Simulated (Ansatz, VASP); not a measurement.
## ScSi2O3: VASP beside Ansatz

```
Sc Si O
1.0
     5.75663    0.00000    0.00000
    -2.87831    4.98539    0.00000
     0.00000    0.00000    2.80097
Sc Si O
1 2 3
Direct
  0.00000 0.00000 0.50000
  0.33333 0.66667 0.50000
  0.66667 0.33333 0.50000
  0.35294 0.00000 0.50000
  0.00000 0.35294 0.50000
  0.64706 0.64706 0.50000
```

Alike in both runs: functional PBE; k mesh 12 × 12 × 14; occupations gaussian, width 0.1 eV; no spin polarisation.

Ansatz relaxed the structure, and its values are those at the end. VASP's run is a single point on that final structure, the one shown.

```csv
,VASP,Ansatz
version,VASP 6.6.1,Ansatz 0.2.0
potentials or method,"VASP PAW PBE potentials, release 64 (Sc_sv, Si, O), cutoff 520 eV","scalar-relativistic, plane waves, PAW"
valence electrons in the cell,37,37
```

```tsv
	VASP	Ansatz	Ansatz less VASP
gap on the k mesh at the Fermi level (eV)	none	none	-
pressure (GPa)	0.3	0.0	-0.34
rms of the force components (eV/Å)	0.021	0.000	-0.0212
```

A gap of «none» marks a metal or a gap that the smearing closes. The functional is the same, so the differences come from potentials, cutoffs and numerics.
